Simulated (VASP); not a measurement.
# Zn18HS17 (a cell with a defect) in VASP: single point with PBE

Aim: the single point of Zn18HS17 (a cell with a defect) with PBE.

Everything below comes from runs of VASP 6.6.1. Logs are shortened: lines on timing, memory, paths and dates and some standing lists are left out, and cuts for length are marked.

### 1 The cell of the first run

The cell holds a defect, 36 atoms: a = 6.603 Å, b = 6.603 Å, c = 18.690 Å, α = 90.00°, β = 90.00°, γ = 120.00°.

### 2 Single point, PBE, collinear spin

Input file INCAR:

```
SYSTEM = Zn18HS17
PREC     = Accurate       ! precision mode
ENCUT    = 520            ! plane-wave cutoff, eV
EDIFF    = 1E-6           ! SCF threshold, eV
ISMEAR   = -1             ! smearing method
SIGMA    = 0.01           ! smearing width, eV
LREAL    = Auto         
LASPH    = .TRUE.         ! aspherical terms in the spheres
NELM     = 150            ! most SCF steps
ALGO     = Normal         ! electronic algorithm
ISIF     = 2              ! what is computed and relaxed
LWAVE    = .FALSE.        ! write WAVECAR
LCHARG   = .FALSE.        ! write CHGCAR
ISPIN    = 2              ! spin polarisation
MAGMOM   = 0 0 0 0 0 0 0 0 0 0 0 0 0 0 0 0 0 0 1 0 0 0 0 0 0 0 0 0 0 0 0 0 0 0 0 0 ! initial moments
LORBIT   = 11             ! projections on sites
GGA      = PE             ! functional
NBANDS   = 188            ! bands
LUSENCCL = .FALSE.
```

Input file KPOINTS:

```
regular mesh
0
G
  3 3 1
  0 0 0
```

Input file POSCAR:

```
Zn18HS17
1.0
    5.7180000000      3.3012888392      0.0000000000
   -5.7180000000      3.3012888392      0.0000000000
    0.0000000000      0.0000000000     18.6899900000
Zn H S
18 1 17
Direct
    0.0327321022      0.0323397450      0.0097572541
    0.3466757258      0.6825404321      0.0019953072
    0.6829585989      0.3461766076      0.0019869498
   -0.0059812919     -0.0063948326      0.4996791242
    0.3271092577      0.6612383636      0.5002529947
    0.6617302215      0.3266486450      0.5002523989
    0.3100338944      0.3097459408      0.1541160545
    0.6518531100     -0.0569904436      0.1684339945
   -0.0566967095      0.6517291483      0.1683597071
    0.3359851683      1.0014302276      0.6686771413
    0.6700079565      0.6695491071      0.6674962554
    0.0018952964      0.3355701050      0.6686708541
    0.3217469341      0.9915833654      0.3314903924
    0.6453642110      0.6448811254      0.3324853747
   -0.0078837513      0.3213709126      0.3314632725
    0.3431973889      0.3427987507      0.8338393442
    0.6803865364      0.0090821642      0.8373755375
    0.0094692565      0.6799987635      0.8373930213
    0.0892725554      0.0890686231      0.1009496805
    0.2948945449      0.6502529356      0.1258282968
    0.6505904560      0.2943605555      0.1258429500
    0.0030158362      0.0025834060      0.6256847999
    0.3348592061      0.6680977363      0.6258747059
    0.6685373112      0.3343985345      0.6258764556
    0.3148905291      0.3144377751      0.2829826481
    0.6560745203     -0.0150807110      0.2923907801
   -0.0146937886      0.6555881876      0.2923548636
    0.3453631097      1.0084170766      0.7942613145
    0.6772190352      0.6768220576      0.7927585844
    0.0088257246      0.3450049069      0.7942565365
    0.3276900259      0.9947066718      0.4571745801
    0.6580152925      0.6575553932      0.4578298798
   -0.0048230648      0.3272756104      0.4571476900
    0.3551682759      0.3547370899      0.9583766527
    0.6907519053      0.0135957042      0.9633214591
    0.0140358852      0.6903119884      0.9633631441
```

Potentials or basis: VASP PAW PBE potentials, release 64 (Zn, H, S).

On the command line:

```sh
$ cat potpaw_PBE.64/Zn/POTCAR potpaw_PBE.64/H/POTCAR potpaw_PBE.64/S/POTCAR > POTCAR
$ mpirun -np 1 vasp_std > vasp.out
```

OUTCAR:

```text
SYSTEM = Zn18HS17
   PREC = Accurate
   ENCUT = 520
   EDIFF = 1E-6
   ISMEAR = -1
   LREAL = Auto
   LASPH = .TRUE.
   NELM = 150
   ISIF = 2
   ISPIN = 2
   LORBIT = 11
   GGA = PE

 ion  position               nearest neighbor table
   1  0.033  0.032  0.010-  19 1.74  34 2.34  35 2.36  36 2.36
   2  0.347  0.683  0.002-  20 2.33  36 2.34  34 2.34  35 2.34
   3  0.683  0.346  0.002-  21 2.33  35 2.34  34 2.34  36 2.34
   4  0.994  0.994  0.500-  33 2.34  31 2.34  32 2.35  22 2.36
   5  0.327  0.661  0.500-  32 2.34  33 2.34  31 2.34  23 2.35
   6  0.662  0.327  0.500-  32 2.34  31 2.34  33 2.34  24 2.35
   7  0.310  0.310  0.154-  19 1.76  20 2.36  21 2.36  25 2.41
   8  0.652  0.943  0.168-  20 2.32  26 2.33  21 2.46
   9  0.943  0.652  0.168-  21 2.32  27 2.33  20 2.46
  10  0.336  0.001  0.669-  24 2.34  23 2.34  22 2.34  28 2.35
  11  0.670  0.670  0.667-  22 2.33  24 2.34  23 2.34  29 2.34
  12  0.002  0.336  0.669-  23 2.34  24 2.34  22 2.34  30 2.35
  13  0.322  0.992  0.331-  27 2.34  25 2.34  26 2.35  31 2.35
  14  0.645  0.645  0.332-  27 2.33  26 2.33  32 2.34  25 2.37
  15  0.992  0.321  0.331-  26 2.34  25 2.34  27 2.35  33 2.35
  16  0.343  0.343  0.834-  34 2.33  28 2.34  29 2.34  30 2.34
  17  0.680  0.009  0.837-  30 2.34  29 2.34  28 2.35  35 2.35
  18  0.009  0.680  0.837-  28 2.34  29 2.34  30 2.35  36 2.36
  19  0.089  0.089  0.101-   1 1.74   7 1.76
  20  0.295  0.650  0.126-   8 2.32   2 2.33   7 2.36   9 2.46
  21  0.651  0.294  0.126-   9 2.32   3 2.33   7 2.36   8 2.46
  22  0.003  0.003  0.626-  11 2.33  12 2.34  10 2.34   4 2.36
  23  0.335  0.668  0.626-  12 2.34  10 2.34  11 2.34   5 2.35
  24  0.669  0.334  0.626-  10 2.34  12 2.34  11 2.34   6 2.35
  25  0.315  0.314  0.283-  15 2.34  13 2.34  14 2.37   7 2.41
[... 9 lines left out ...]
  35  0.691  0.014  0.963-   3 2.34   2 2.34  17 2.35   1 2.36
  36  0.014  0.690  0.963-   2 2.34   3 2.34  18 2.36   1 2.36

  LATTYP: Found a hexagonal cell.
 ALAT       =     6.6025776784
 C/A-ratio  =     2.8307111117

  Lattice vectors:

 A1 = (   5.7180000000,   3.3012888392,   0.0000000000)
 A2 = (  -5.7180000000,   3.3012888392,   0.0000000000)
 A3 = (   0.0000000000,   0.0000000000,  18.6899900000)

Analysis of symmetry for initial positions (statically):
=====================================================================
 Subroutine PRICEL returns:
 Original cell was already a primitive cell.

 Routine SETGRP: Setting up the symmetry group for a
 hexagonal supercell.

 Subroutine GETGRP returns: Found  1 space group operations
 (whereof  1 operations were pure point group operations)
 out of a pool of 24 trial point group operations.

The static configuration has the point symmetry C_1 .

Analysis of symmetry for dynamics (positions and initial velocities):
=====================================================================
 Subroutine PRICEL returns:
 Original cell was already a primitive cell.

 Routine SETGRP: Setting up the symmetry group for a
 hexagonal supercell.

 Subroutine GETGRP returns: Found  1 space group operations
 (whereof  1 operations were pure point group operations)
 out of a pool of 24 trial point group operations.

The dynamic configuration has the point symmetry C_1 .

Analysis of structural, dynamic, and magnetic symmetry:
=====================================================================
 Subroutine PRICEL returns:
 Original cell was already a primitive cell.

 Routine SETGRP: Setting up the symmetry group for a
 hexagonal supercell.

 Subroutine GETGRP returns: Found  1 space group operations
 (whereof  1 operations were pure point group operations)
 out of a pool of 24 trial point group operations.

The overall configuration has the point symmetry C_1 .

 Subroutine INISYM returns: Found  1 space group operations
 (whereof  1 operations are pure point group operations),
 and found     1 'primitive' translations

----------------------------------------------------------------------------------------

                                     Primitive cell

  volume of cell :     705.6133

  direct lattice vectors                    reciprocal lattice vectors
     5.718000000  3.301288839  0.000000000     0.087443162  0.151455999 -0.000000000
    -5.718000000  3.301288839  0.000000000    -0.087443162  0.151455999  0.000000000
     0.000000000  0.000000000 18.689990000     0.000000000 -0.000000000  0.053504577

  length of vectors
     6.602577678  6.602577678 18.689990000     0.174886324  0.174886324  0.053504577

[... 118 lines left out ...]
 SYSTEM =  Zn18HS17
   PREC   = accura    normal or accurate (medium, high low for compatibility)
   ISTART =      0    job   : 0-new  1-cont  2-samecut
   ICHARG =      2    charge: 1-file 2-atom 10-const
   ISPIN  =      2    spin polarized calculation?
   LNONCOLLINEAR =      F non collinear calculations
   LSORBIT =      F    spin-orbit coupling
   LASPH  =      T    aspherical Exc in radial PAW
   ENCUT  =  520.0 eV  38.22 Ry    6.18 a.u.  12.28 12.28 34.75*2*pi/ulx,y,z
   NELM   =    150;   NELMIN=  2; NELMDL= -5     # of ELM steps
   EDIFF  = 0.1E-05   stopping-criterion for ELM
   LREAL  =      T    real-space projection
   EDIFFG = 0.1E-04   stopping-criterion for IOM
   NSW    =      0    number of steps for IOM
   IBRION =     -1    ionic relax: 0-MD 1-quasi-New 2-CG
   NFREE  =      0    steps in history (QN), initial steepest desc. (CG)
   ISIF   =      2    stress and relaxation
   ISYM   =      2    0-nonsym 1-usesym 2-fastsym
   POTIM  = 0.5000    time-step for ionic-motion
   TEBEG  =    0.0;   TEEND  =   0.0 temperature during run
   PSTRESS=    0.0 pullay stress
   NELECT =     319.0000    total number of electrons
   NUPDOWN=      -1.0000    fix difference up-down
   EMIN   =  10.00;   EMAX   =-10.00  energy-range for DOS
   EFERMI =   0.00;   METHOD = LEGACY
   ISMEAR =    -1;   SIGMA  =   0.01  broadening in eV -4-tet -1-fermi 0-gaus
   EFERMI_NEDOS =   21; number of points for ismear=-14 and -15
   IALGO  =     38    algorithm
   IMIX   =      4    mixing-type and parameters
     AMIX     =   0.40;   BMIX     =  1.00
     AMIX_MAG =   1.60;   BMIX_MAG =  1.00
  volume/ion in A,a.u.               =      19.60       132.27
  Fermi-wavevector in a.u.,A,eV,Ry     =   1.256462  2.374370 21.479485  1.578698
  Thomas-Fermi vector in A             =   2.390169
   LORBIT       =     11    0 simple, 1 ext, 2 COOP (PROOUT), +10 PAW based schemes
   GGA     = PE    functional components
   LHFCALC =     F    Hartree Fock is set to
   AEXX    =    0.0000 exact exchange contribution
   IVDW    =     0    specifies the selected vdW correction
   LEPSILON=     F    determine dielectric tensor
   LRPA    =     F    only Hartree local field effects (RPA)
 spin polarized calculation
  energy-cutoff  :      520.00
  volume of cell :      705.61
 maximum number of plane-waves:     19101
 NGX is ok and might be reduce to    50
   NGX = 25   NGY = 25   NGZ = 69

 number of electron     318.9999988 magnetization       0.9994695

 Free energy of the ion-electron system (eV)
  ---------------------------------------------------
  ext. energy  EPLUGINS =         0.00000000
  ---------------------------------------------------
  free energy    TOTEN  =      -118.50769014 eV

  energy without entropy =     -118.50769010  energy(sigma->0) =     -118.50769012

 E-fermi :   3.6470     XC(G=0):  -9.5672

 val. band max:        3.4979548872   @ k =   0.3333   0.3333   0.0000
 cond. band min:       3.7842264203   @ k =   0.0000   0.0000   0.0000
 fundamental gap:      0.2862715331
 Fermi energy:         3.6470221314

 spin component 1

 k-point     1 :       0.0000    0.0000    0.0000
  band No.  band energies     occupation
      1     -11.1802      1.00000
      2     -11.0114      1.00000
      3     -10.9202      1.00000
      4     -10.5596      1.00000
      5     -10.4703      1.00000
      6     -10.2365      1.00000
[... 859 lines left out ...]
    170       6.0858      0.00000
    171       6.1150      0.00000
 Fermi energy:         3.6470221314

 spin component 2

 k-point     1 :       0.0000    0.0000    0.0000
  band No.  band energies     occupation
      1     -11.1724      1.00000
      2     -11.0024      1.00000
      3     -10.8982      1.00000
      4     -10.5500      1.00000
      5     -10.4514      1.00000
      6     -10.2004      1.00000
[... 859 lines left out ...]
    170       6.0936      0.00000
    171       6.1382      0.00000
 [bands above 171 left out]

------------------------ aborting loop because EDIFF is reached ----------------------------------------

  FORCE on cell =-STRESS in cart. coord.  units (eV):
  Direction    XX          YY          ZZ          XY          YZ          ZX
  --------------------------------------------------------------------------------------
  -------------------------------------------------------------------------------------
  Total        3.4883541      8.1387631      4.8349260     -0.0061778     -2.4729624      0.0013731
  in kB        7.9207154     18.4800120     10.9782642     -0.0140273     -5.6151499      0.0031179
  external PRESSURE =      12.4596638 kB  Pullay stress =       0.0000000 kB

 VOLUME and BASIS-vectors are now :
 -----------------------------------------------------------------------------
  energy-cutoff  :      520.00
  volume of cell :      705.61
      direct lattice vectors                 reciprocal lattice vectors
     5.718000000  3.301288839  0.000000000     0.087443162  0.151455999 -0.000000000
    -5.718000000  3.301288839  0.000000000    -0.087443162  0.151455999  0.000000000
     0.000000000  0.000000000 18.689990000     0.000000000 -0.000000000  0.053504577

 POSITION                                       TOTAL-FORCE (eV/Angst)
 -----------------------------------------------------------------------------------
      0.00224      0.21482      0.18236         0.000365      0.025307      0.030471
     -1.92047      3.39774      0.03729         0.004552     -0.000055      0.002961
      1.92572      3.39747      0.03714        -0.004659     -0.000581      0.005666
      0.00236      6.56172      9.33900         0.000492      0.002967      0.004887
     -1.91055      3.26282      9.34972        -0.005112     -0.000728      0.003467
      1.91600      3.26292      9.34971         0.003172     -0.000956      0.003304
[... 28 lines left out ...]
      3.87198      2.32525     18.00447         0.010428      0.001741      0.008565
     -3.86695      2.32526     18.00525        -0.010952      0.002154      0.005401
 -----------------------------------------------------------------------------------
    total drift:                               -0.001233      0.012739     -0.007945

  FREE ENERGIE OF THE ION-ELECTRON SYSTEM (eV)
  ---------------------------------------------------
  free  energy   TOTEN  =      -118.5076901404 eV

  energy  without entropy=     -118.5076901026  energy(sigma->0) =     -118.50769012

 total charge

# of ion       s       p       d       tot
------------------------------------------
    1        0.521   0.451   9.789  10.761
    2        0.520   0.479   9.800  10.800
    3        0.520   0.479   9.800  10.800
    4        0.517   0.469   9.799  10.785
    5        0.519   0.474   9.800  10.792
    6        0.519   0.474   9.800  10.792
[... 28 lines left out ...]
   35        1.316   2.429   0.000   3.745
   36        1.316   2.429   0.000   3.745
--------------------------------------------------
tot         32.293  49.606 176.334 258.233

 magnetization (x)

# of ion       s       p       d       tot
------------------------------------------
    1        0.006   0.004   0.005   0.016
    2       -0.000  -0.000   0.000  -0.000
    3       -0.000  -0.000   0.000  -0.000
    4        0.001   0.001   0.000   0.002
    5        0.000   0.000   0.000   0.000
    6        0.000   0.000   0.000   0.000
[... 28 lines left out ...]
   35        0.000   0.000   0.000   0.000
   36        0.000   0.000   0.000   0.000
--------------------------------------------------
tot          0.201   0.254   0.015   0.471
```

Wall time 5.9 min (1 × NVIDIA H100 80GB with 1 thread of AMD EPYC 7R13 (Zen 3), shared host); peak memory 2.2 GiB.

What came out:

| Quantity | Value |
| --- | --- |
| Free energy | -118.5077 eV |
| Pressure | 1.2 GPa |
| Largest force | 0.074 eV/Å |
| Band gap on the k mesh | 0.29 eV |
| Net moment | 1.00 μB per cell |
| Site moments | Zn +0.02, -0.00, +0.00, +0.12, +0.01 (each value once); H +0.02; S +0.04, +0.00, +0.03, +0.01 (each value once) μB |
| Valence electrons inside the program's atomic spheres | Zn 10.76, 10.80, 10.79, 10.73, 10.70 (each value once); H 0.54; S 3.73, 3.75, 3.74, 3.76 (each value once) |

Forces on the atoms (eV/Å):
```
Zn   0.000  0.025  0.030
Zn   0.005  0.000  0.003
Zn  -0.005 -0.001  0.006
Zn   0.000  0.003  0.005
Zn  -0.005 -0.001  0.003
Zn   0.003 -0.001  0.003
Zn   0.004 -0.035 -0.024
Zn   0.050  0.041  0.037
Zn  -0.047  0.038  0.039
Zn  -0.001 -0.002  0.002
Zn  -0.001  0.000  0.006
Zn   0.001 -0.003  0.003
Zn   0.005  0.004 -0.008
Zn  -0.001  0.003 -0.019
Zn  -0.006  0.005 -0.006
Zn   0.000  0.013 -0.005
Zn   0.004 -0.001 -0.005
Zn  -0.003 -0.001 -0.003
H    0.001  0.036 -0.058
S   -0.001 -0.054 -0.009
S   -0.007 -0.051 -0.011
S    0.000  0.005 -0.005
S    0.001  0.000 -0.008
S   -0.001  0.001 -0.007
S    0.001  0.000  0.002
S   -0.042 -0.019  0.026
S    0.042 -0.016  0.024
S    0.002  0.001  0.002
S    0.000  0.003 -0.004
S   -0.001 -0.001  0.002
S   -0.002 -0.002 -0.011
S   -0.001  0.002 -0.004
S    0.004 -0.003 -0.009
S    0.000  0.006 -0.012
S    0.010  0.002  0.009
S   -0.011  0.002  0.005
```

Stress tensor (GPa, compression positive):
```
 0.79  0.00  0.00
 0.00  1.85 -0.56
 0.00 -0.56  1.10
```

Levels at points of the mesh, in eV from the valence-band top:
Spin up:
| k point | band 158 | band 159 | band 160 | band 161 | band 162 | band 163 |
| --- | --- | --- | --- | --- | --- | --- |
| (0.00, 0.00, 0.00) | -1.62 | -1.62 | -0.15 | 0.85 | 1.30 | 1.73 |
Spin down:
| k point | band 155 | band 156 | band 157 | band 158 | band 159 | band 160 | band 161 | band 162 | band 163 | band 164 |
| --- | --- | --- | --- | --- | --- | --- | --- | --- | --- | --- |
| (0.00, 0.00, 0.00) | -1.81 | -1.79 | -1.76 | -1.62 | -1.61 | 0.29 | 0.90 | 1.39 | 1.74 | 1.79 |
